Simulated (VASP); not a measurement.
Hf:

```
Hf
1.0
     0.00000    2.22000    2.22000
     2.22000    0.00000    2.22000
     2.22000    2.22000    0.00000
Hf
1
Direct
  0.00000 0.00000 0.00000
```

| Item | Value |
| --- | --- |
| Program | VASP 6.6.1 |
| Task | relaxation of cell and atoms |
| Functional | RPBE |
| Potentials or basis | VASP PAW PBE potentials, release 64 (Hf_pv) |
| Cutoff | 600 eV |
| k mesh | 10 × 10 × 10 |
| Occupations | fermi-dirac, width 0.05 eV |
| Spin | no spin polarisation |

At the start: pressure 5.8 GPa; volume 21.88 Å³/atom.

**Question.** How do energy, volume and symmetry change on relaxing?

**Answer.** Over 6 steps the energy falls by 19.6 meV/atom and the volume is 23.06 Å³/atom (+5.4 %); space group Fm-3m (No. 225, to 0.05 Å).

The path:
```tsv
step	energy change (eV)	largest force (eV/Å)	pressure (GPa)	volume (Å³)
1	0.0000	0.0000	5.76	21.88
2	0.0036	0.0000	-5.08	24.47
3	-0.0196	0.0000	0.19	23.07
4	-0.0196	0.0000	-0.21	23.12
5	-0.0196	0.0000	0.20	23.02
6	-0.0196	0.0000	0.00	23.06
```

Final structure:
```
CELL_PARAMETERS angstrom
0.00000 2.25929 2.25929
2.25929 0.00000 2.25929
2.25929 2.25929 0.00000
ATOMIC_POSITIONS crystal
Hf 0.00000 0.00000 0.00000
```

Caveat: the PAW data sets were made with another functional, which shifts forces and pressure a little.
